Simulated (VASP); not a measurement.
# GaMo in VASP: a series of runs, part 2 of 2

VASP 6.6.1.

### Step 5. Relaxation of cell and atoms, PBE

This run uses another cell than the first one, of 17.92 Å³/atom, 1.061 times its volume.

INCAR

```
SYSTEM = GaMo
  PREC = Accurate
  ENCUT = 600
  EDIFF = 1E-7
  ISMEAR = 0
  SIGMA = 0.2
  LREAL = .FALSE.
  LASPH = .TRUE.
  NELM = 60
  ALGO = Normal
  ISIF = 3
  LWAVE = .FALSE.
  LCHARG = .FALSE.
  GGA = PE
  IBRION = 2
  NSW = 36
  EDIFFG = -0.08
```

KPOINTS

```
regular mesh
0
G
  6 6 6
  0 0 0
```

POSCAR

```
GaMo
1.0
    0.0000000000      2.6166376800      2.6166376800
    2.6166376800      0.0000000000      2.6166376800
    2.6166376800      2.6166376800      0.0000000000
Ga Mo
1 1
Direct
    0.0000000000      0.0000000000      0.0000000000
    0.5000000000      0.5000000000      0.5000000000
```

Potentials or basis: VASP PAW PBE potentials, release 64 (Ga_d, Mo_sv).

On the command line:

```sh
cat potpaw_PBE.64/Ga_d/POTCAR potpaw_PBE.64/Mo_sv/POTCAR > POTCAR
mpirun -np 1 vasp_std > vasp.out
```

OUTCAR:

```text
SYSTEM = GaMo
   PREC = Accurate
   ENCUT = 600
   EDIFF = 1E-7
   ISMEAR = 0
   LREAL = .FALSE.
   LASPH = .TRUE.
   NELM = 60
   ISIF = 3
   GGA = PE
   IBRION = 2
   NSW = 36
   EDIFFG = -0.08

 ion  position               nearest neighbor table
   1  0.000  0.000  0.000-   2 2.62   2 2.62   2 2.62   2 2.62   2 2.62   2 2.62
   2  0.500  0.500  0.500-   1 2.62   1 2.62   1 2.62   1 2.62   1 2.62   1 2.62

  LATTYP: Found a face centered cubic cell.
 ALAT       =     5.2332753600

  Lattice vectors:

 A1 = (   0.0000000000,   2.6166376800,   2.6166376800)
 A2 = (   2.6166376800,   0.0000000000,   2.6166376800)
 A3 = (   2.6166376800,   2.6166376800,   0.0000000000)

Analysis of symmetry for initial positions (statically):
=====================================================================
 Subroutine PRICEL returns:
 Original cell was already a primitive cell.

 Routine SETGRP: Setting up the symmetry group for a
 face centered cubic supercell.

 Subroutine GETGRP returns: Found 48 space group operations
 (whereof 48 operations were pure point group operations)
 out of a pool of 48 trial point group operations.

The static configuration has the point symmetry O_h .

Analysis of symmetry for dynamics (positions and initial velocities):
=====================================================================
 Subroutine PRICEL returns:
 Original cell was already a primitive cell.

 Routine SETGRP: Setting up the symmetry group for a
 face centered cubic supercell.

 Subroutine GETGRP returns: Found 48 space group operations
 (whereof 48 operations were pure point group operations)
 out of a pool of 48 trial point group operations.

The dynamic configuration has the point symmetry O_h .

 Subroutine INISYM returns: Found 48 space group operations
 (whereof 48 operations are pure point group operations),
 and found     1 'primitive' translations

----------------------------------------------------------------------------------------

                                     Primitive cell

  volume of cell :      35.8312

  direct lattice vectors                    reciprocal lattice vectors
     0.000000000  2.616637680  2.616637680    -0.191084919  0.191084919  0.191084919
     2.616637680  0.000000000  2.616637680     0.191084919 -0.191084919  0.191084919
     2.616637680  2.616637680  0.000000000     0.191084919  0.191084919 -0.191084919

  length of vectors
     3.700484495  3.700484495  3.700484495     0.330968789  0.330968789  0.330968789

  position of ions in fractional coordinates (direct lattice)
     0.000000000  0.000000000  0.000000000
     0.500000000  0.500000000  0.500000000

  ion indices of the primitive-cell ions
   primitive index   ion index
                 1           1
                 2           2

----------------------------------------------------------------------------------------

 KPOINTS: regular mesh

Automatic generation of k-mesh.
 Grid dimensions read from file:
 generate k-points for:    6    6    6

 Generating k-lattice:

  Cartesian coordinates                     Fractional coordinates (reciprocal lattice)
    -0.031847487  0.031847487  0.031847487     0.166666667  0.000000000  0.000000000
     0.031847487 -0.031847487  0.031847487     0.000000000  0.166666667  0.000000000
     0.031847487  0.031847487 -0.031847487     0.000000000  0.000000000  0.166666667

  Length of vectors
     0.055161465  0.055161465  0.055161465

  Shift w.r.t. Gamma in fractional coordinates (k-lattice)
     0.000000000  0.000000000  0.000000000

 Subroutine IBZKPT returns following result:
 ===========================================

 Found     16 irreducible k-points:

 Following reciprocal coordinates:
            Coordinates               Weight
  0.000000  0.000000  0.000000      1.000000
  0.166667  0.000000  0.000000      8.000000
  0.333333  0.000000  0.000000      8.000000
  0.500000  0.000000  0.000000      4.000000
  0.166667  0.166667  0.000000      6.000000
  0.333333  0.166667  0.000000     24.000000
[... 8 lines left out ...]
 -0.333333  0.333333  0.166667     24.000000
 -0.333333  0.500000  0.166667     12.000000
   k-points           NKPTS =     16   k-points in BZ     NKDIM =     16   number of bands    NBANDS=     17
   number of dos      NEDOS =    301   number of ions     NIONS =      2
   total plane-waves  NPLWV =  27000
   dimension x,y,z NGX =    30 NGY =   30 NGZ =   30
   dimension x,y,z NGXF=    60 NGYF=   60 NGZF=   60
   ions per type =               1   1
   NGX,Y,Z   is equivalent  to a cutoff of  13.48, 13.48, 13.48 a.u.
   NGXF,Y,Z  is equivalent  to a cutoff of  26.96, 26.96, 26.96 a.u.
 SYSTEM =  GaMo
   PREC   = accura    normal or accurate (medium, high low for compatibility)
   ISTART =      0    job   : 0-new  1-cont  2-samecut
   ICHARG =      2    charge: 1-file 2-atom 10-const
   ISPIN  =      1    spin polarized calculation?
   LNONCOLLINEAR =      F non collinear calculations
   LSORBIT =      F    spin-orbit coupling
   LASPH  =      T    aspherical Exc in radial PAW
   ENCUT  =  600.0 eV  44.10 Ry    6.64 a.u.   7.39  7.39  7.39*2*pi/ulx,y,z
   NELM   =     60;   NELMIN=  2; NELMDL= -5     # of ELM steps
   EDIFF  = 0.1E-06   stopping-criterion for ELM
   LREAL  =      F    real-space projection
   EDIFFG = -.8E-01   stopping-criterion for IOM
   NSW    =     36    number of steps for IOM
   IBRION =      2    ionic relax: 0-MD 1-quasi-New 2-CG
   NFREE  =      1    steps in history (QN), initial steepest desc. (CG)
   ISIF   =      3    stress and relaxation
   ISYM   =      2    0-nonsym 1-usesym 2-fastsym
   POTIM  = 0.5000    time-step for ionic-motion
   TEBEG  =    0.0;   TEEND  =   0.0 temperature during run
   PSTRESS=    0.0 pullay stress
   NELECT =      27.0000    total number of electrons
   NUPDOWN=      -1.0000    fix difference up-down
   EMIN   =  10.00;   EMAX   =-10.00  energy-range for DOS
   EFERMI =   0.00;   METHOD = LEGACY
   ISMEAR =     0;   SIGMA  =   0.20  broadening in eV -4-tet -1-fermi 0-gaus
   EFERMI_NEDOS =   21; number of points for ismear=-14 and -15
   IALGO  =     38    algorithm
   IMIX   =      4    mixing-type and parameters
     AMIX     =   0.40;   BMIX     =  1.00
     AMIX_MAG =   1.60;   BMIX_MAG =  1.00
  volume/ion in A,a.u.               =      17.92       120.90
  Fermi-wavevector in a.u.,A,eV,Ry     =   1.489735  2.815192 30.195570  2.219312
  Thomas-Fermi vector in A             =   2.602606
   LORBIT       =      0    0 simple, 1 ext, 2 COOP (PROOUT), +10 PAW based schemes
   GGA     = PE    functional components
   LHFCALC =     F    Hartree Fock is set to
   AEXX    =    0.0000 exact exchange contribution
   IVDW    =     0    specifies the selected vdW correction
   LEPSILON=     F    determine dielectric tensor
   LRPA    =     F    only Hartree local field effects (RPA)
 conjugate gradient relaxation of ions
 non-spin polarized calculation
 Gauss-broadening in eV      SIGMA  =   0.20
  energy-cutoff  :      600.00
  volume of cell :       35.83
 maximum number of plane-waves:      1243
 NGX is ok and might be reduce to    30
   NGX = 15   NGY = 15   NGZ = 15

--------------------------------------- Ionic step        1  -------------------------------------------

 number of electron      27.0000000 magnetization

 Free energy of the ion-electron system (eV)
  ---------------------------------------------------
  ext. energy  EPLUGINS =         0.00000000
  ---------------------------------------------------
  free energy    TOTEN  =       -12.80644754 eV

  energy without entropy =      -12.75821390  energy(sigma->0) =      -12.78233072

------------------------ aborting loop because EDIFF is reached ----------------------------------------

  FORCE on cell =-STRESS in cart. coord.  units (eV):
  Direction    XX          YY          ZZ          XY          YZ          ZX
  --------------------------------------------------------------------------------------
  -------------------------------------------------------------------------------------
  Total       -1.7304716     -1.7304716     -1.7304716      0.0000000      0.0000000      0.0000000
  in kB      -77.3774292    -77.3774292    -77.3774292      0.0000000      0.0000000      0.0000000
  external PRESSURE =     -77.3774292 kB  Pullay stress =       0.0000000 kB
[... 57 lines left out ...]
  energy  without entropy=      -12.7442975987  energy(sigma->0) =      -12.76455424

--------------------------------------- Ionic step        3  -------------------------------------------

 number of electron      26.9999998 magnetization

 Free energy of the ion-electron system (eV)
  ---------------------------------------------------
  ext. energy  EPLUGINS =         0.00000000
  ---------------------------------------------------
  free energy    TOTEN  =       -12.85994014 eV

  energy without entropy =      -12.81531181  energy(sigma->0) =      -12.83762597

 E-fermi :   8.7597     XC(G=0): -12.1968

 val. band max:        8.7043455791   @ k =   0.5000   0.3333   0.1667
 cond. band min:       8.7686476918   @ k =  -0.3333   0.1667   0.0000
 fundamental gap:      0.0643021127
 Fermi energy:         8.7597181532

 k-point     1 :       0.0000    0.0000    0.0000
  band No.  band energies     occupation
      1     -52.3434      2.00000
      2     -26.4085      2.00000
      3     -26.4085      2.00000
      4     -26.4085      2.00000
      5      -5.9514      2.00000
      6      -5.9514      2.00000
[... 9 lines left out ...]
     16      13.8843      0.00000
     17      13.8844      0.00000
[... 327 lines left out ...]
  FREE ENERGIE OF THE ION-ELECTRON SYSTEM (eV)
  ---------------------------------------------------
  free  energy   TOTEN  =       -12.8599401417 eV

  energy  without entropy=      -12.8153118079  energy(sigma->0) =      -12.83762597

 reached required accuracy - stopping structural energy minimisation
```

OSZICAR:

```text
N       E                     dE             d eps       ncg     rms          rms(c)
DAV:   1     0.237868058984E+03    0.23787E+03   -0.16877E+04   584   0.274E+03
DAV:   2    -0.228005395919E+00   -0.23810E+03   -0.23543E+03   600   0.504E+02
DAV:   3    -0.134054545055E+02   -0.13177E+02   -0.12864E+02   717   0.116E+02
[... 30 lines left out ...]
DAV:   6    -0.128599656919E+02    0.32302E-03   -0.79268E-04   678   0.262E-01    0.282E-02
DAV:   7    -0.128599414683E+02    0.24224E-04   -0.18164E-04   659   0.149E-01    0.873E-03
DAV:   8    -0.128599398668E+02    0.16015E-05   -0.17965E-05   653   0.524E-02    0.137E-03
DAV:   9    -0.128599400940E+02   -0.22725E-06   -0.45542E-07   567   0.854E-03    0.567E-04
DAV:  10    -0.128599401417E+02   -0.47658E-07   -0.29028E-08   279   0.157E-03
   3 F= -.12859940E+02 E0= -.12837626E+02  d E =-.534926E-01
```

It took 20 s on 1 thread of Intel Xeon 6975P-C (Granite Rapids), shared host; peak memory 0.17 GiB.

What came out:

```yaml
Free_energy: -12.8599 eV
Relaxed_volume: 16.88 Å³/atom
Relaxed_cell: a = 3.628 Å, b = 3.628 Å, c = 3.628 Å, α = 60.00°, β = 60.00°, γ = 60.00°
Space_group_after_relaxing_to_0.05_Å: Fm-3m (No. 225)
Energy_gained_by_relaxing: 26.7 meV/atom
Ionic_steps: 3
Pressure_after_relaxing: -0.1 GPa
```

Step by step:
```csv
step,energy change (eV),largest force (eV/Å),pressure (GPa),volume (Å³)
1,0.0000,0.0000,-7.74,35.83
2,0.0216,0.0000,11.62,31.53
3,-0.0535,0.0000,-0.11,33.76
```

Final structure:
```
CELL_PARAMETERS angstrom
0.00000 2.56530 2.56530
2.56530 0.00000 2.56530
2.56530 2.56530 0.00000
ATOMIC_POSITIONS crystal
Ga 0.00000 0.00000 0.00000
Mo 0.50000 0.50000 0.50000
```

### Step 6. Single point, PBE

This run uses another cell than the first one, of 16.81 Å³/atom, 0.995 times its volume.

INCAR

```
SYSTEM = GaMo
  PREC = Accurate
  ENCUT = 520
  EDIFF = 1E-6
  ISMEAR = 0
  SIGMA = 0.2
  LREAL = .FALSE.
  LASPH = .TRUE.
  NELM = 80
  ALGO = Fast
  ISIF = 2
  LWAVE = .FALSE.
  LCHARG = .TRUE.
  GGA = PE
  LELF = .TRUE.
  LVHAR = .TRUE.
  NBANDS = 20
```

KPOINTS

```
regular mesh
0
G
  8 8 8
  0 0 0
```

POSCAR

```
GaMo
1.0
   -1.8116336986      1.8116336986      2.5611885824
    1.8116336986     -1.8116336986      2.5611885824
    1.8116336986      1.8116336986     -2.5611885824
Ga Mo
1 1
Direct
   -0.0359347343     -0.0359347343      0.0000000000
    0.4639347343      0.4639347343      0.0000000000
```

Potentials or basis: VASP PAW PBE potentials, release 64 (Ga_d, Mo_sv).

On the command line:

```sh
cat potpaw_PBE.64/Ga_d/POTCAR potpaw_PBE.64/Mo_sv/POTCAR > POTCAR
mpirun -np 1 vasp_std > vasp.out
```

OUTCAR:

```text
SYSTEM = GaMo
   PREC = Accurate
   ENCUT = 520
   EDIFF = 1E-6
   ISMEAR = 0
   LREAL = .FALSE.
   LASPH = .TRUE.
   NELM = 80
   ISIF = 2
   GGA = PE

 ion  position               nearest neighbor table
   1  0.964  0.964  0.000-   2 2.56   2 2.56   2 2.56   2 2.56   2 2.56   2 2.56
   2  0.464  0.464  0.000-   1 2.56   1 2.56   1 2.56   1 2.56   1 2.56   1 2.56

  LATTYP: Found a body centered tetragonal cell.
 ALAT       =     3.6232673972
 C/A-ratio  =     1.4137452755

  Lattice vectors:

 A1 = (  -1.8116336986,   1.8116336986,   2.5611885824)
 A2 = (   1.8116336986,  -1.8116336986,   2.5611885824)
 A3 = (   1.8116336986,   1.8116336986,  -2.5611885824)

Analysis of symmetry for initial positions (statically):
=====================================================================
 Subroutine PRICEL returns:
 Original cell was already a primitive cell.

 Routine SETGRP: Setting up the symmetry group for a
 body centered tetragonal supercell.

 Subroutine GETGRP returns: Found  8 space group operations
 (whereof  8 operations were pure point group operations)
 out of a pool of 16 trial point group operations.

The static configuration has the point symmetry C_4v.

Analysis of symmetry for dynamics (positions and initial velocities):
=====================================================================
 Subroutine PRICEL returns:
 Original cell was already a primitive cell.

 Routine SETGRP: Setting up the symmetry group for a
 body centered tetragonal supercell.

 Subroutine GETGRP returns: Found  8 space group operations
 (whereof  8 operations were pure point group operations)
 out of a pool of 16 trial point group operations.

The dynamic configuration has the point symmetry C_4v.

 Subroutine INISYM returns: Found  8 space group operations
 (whereof  8 operations are pure point group operations),
 and found     1 'primitive' translations

----------------------------------------------------------------------------------------
[... 105 lines left out ...]
   NUPDOWN=      -1.0000    fix difference up-down
   EMIN   =  10.00;   EMAX   =-10.00  energy-range for DOS
   EFERMI =   0.00;   METHOD = LEGACY
   ISMEAR =     0;   SIGMA  =   0.20  broadening in eV -4-tet -1-fermi 0-gaus
   EFERMI_NEDOS =   21; number of points for ismear=-14 and -15
   IALGO  =     68    algorithm
   IMIX   =      4    mixing-type and parameters
     AMIX     =   0.40;   BMIX     =  1.00
     AMIX_MAG =   1.60;   BMIX_MAG =  1.00
  volume/ion in A,a.u.               =      16.81       113.45
  Fermi-wavevector in a.u.,A,eV,Ry     =   1.521652  2.875505 31.503262  2.315424
  Thomas-Fermi vector in A             =   2.630338
   LORBIT       =      0    0 simple, 1 ext, 2 COOP (PROOUT), +10 PAW based schemes
   GGA     = PE    functional components
   LHFCALC =     F    Hartree Fock is set to
   AEXX    =    0.0000 exact exchange contribution
   IVDW    =     0    specifies the selected vdW correction
   LEPSILON=     F    determine dielectric tensor
   LRPA    =     F    only Hartree local field effects (RPA)
 non-spin polarized calculation
 RMM-DIIS sequential band-by-band and
 Gauss-broadening in eV      SIGMA  =   0.20
  energy-cutoff  :      520.00
  volume of cell :       33.62
 maximum number of plane-waves:       934
   NGX = 13   NGY = 13   NGZ = 13

 number of electron      26.9999998 magnetization

 Free energy of the ion-electron system (eV)
  ---------------------------------------------------
  ext. energy  EPLUGINS =         0.00000000
  ---------------------------------------------------
  free energy    TOTEN  =       -12.86377425 eV

  energy without entropy =      -12.83018691  energy(sigma->0) =      -12.84698058

 E-fermi :   8.7895     XC(G=0): -12.2189

 val. band max:        8.7688842339   @ k =  -0.2500   0.2500   0.0000
 cond. band min:       8.7923320723   @ k =  -0.2500  -0.3750   0.1250
 fundamental gap:      0.0234478384
 Fermi energy:         8.7894688046

 k-point     1 :       0.0000    0.0000    0.0000
  band No.  band energies     occupation
      1     -52.2987      2.00000
      2     -26.3629      2.00000
      3     -26.3629      2.00000
      4     -26.3627      2.00000
      5      -5.8879      2.00000
      6      -5.8876      2.00000
[... 541 lines left out ...]
     19      17.7513      0.00000
     20      20.6686      0.00000

 [... further k-points ...]
[... 5 lines left out ...]
  --------------------------------------------------------------------------------------
  -------------------------------------------------------------------------------------
  Total        0.1220053      0.1220053      0.1460343      0.0000000      0.0000000      0.0000000
  in kB        5.8136260      5.8136260      6.9586210      0.0000000      0.0000000      0.0000000
  external PRESSURE =       6.1952910 kB  Pullay stress =       0.0000000 kB

 VOLUME and BASIS-vectors are now :
 -----------------------------------------------------------------------------
  energy-cutoff  :      520.00
  volume of cell :       33.62
      direct lattice vectors                 reciprocal lattice vectors
    -1.811633699  1.811633699  2.561188582     0.000000000  0.275993983  0.195221860
     1.811633699 -1.811633699  2.561188582     0.275993983  0.000000000  0.195221860
     1.811633699  1.811633699 -2.561188582     0.275993983  0.275993983  0.000000000

 POSITION                                       TOTAL-FORCE (eV/Angst)
 -----------------------------------------------------------------------------------
      0.00000      0.00000      4.93831         0.000000      0.000000     -0.006919
      0.00000      0.00000      2.37645        -0.000000     -0.000000      0.006919
 -----------------------------------------------------------------------------------
    total drift:                                0.000000      0.000000     -0.000044

  FREE ENERGIE OF THE ION-ELECTRON SYSTEM (eV)
  ---------------------------------------------------
  free  energy   TOTEN  =       -12.8637742542 eV

  energy  without entropy=      -12.8301869068  energy(sigma->0) =      -12.84698058
```

It took 20 s on 1 thread of Intel Xeon 6975P-C (Granite Rapids), shared host; peak memory 0.18 GiB.

What came out:

* Free energy: -12.8638 eV
* Pressure: 0.6 GPa
* Largest force: 0.007 eV/Å

Forces in eV/Å, atoms in the order of the input:
```
Ga   0.000  0.000 -0.007
Mo   0.000  0.000  0.007
```

Stress tensor (GPa, compression positive):
```
0.58 0.00 0.00
0.00 0.58 0.00
0.00 0.00 0.70
```

### Step 7. Overview

```tsv
task	cell	k mesh	cutoff (eV)	gap on the mesh (eV)	pressure (GPa)
single point	a = 3.628 Å, angles 60.0°, 2 atoms	6 × 6 × 6	520	none	-0.1
single point	a = 3.626 Å, angles 60.0°, 2 atoms	7 × 7 × 7	520	none	0.2
single point	a = 3.625 Å, angles 120.0, 120.0, 90.0°, 2 atoms	7 × 7 × 7	520	none	0.4
relaxation of cell and atoms	relaxed from a = 3.700 Å, angles 60.0°, 2 atoms	6 × 6 × 6	600	none	-0.1
single point	a = 3.623 Å, angles 120.0, 120.0, 90.0°, 2 atoms	8 × 8 × 8	520	none	0.6
```

Alike in all rows: level PBE; potentials or basis VASP PAW PBE potentials, release 64 (Ga_d, Mo_sv); no spin polarisation; smearing gaussian 0.2 eV.

Absolute energies hang on the potentials; compare differences alone.
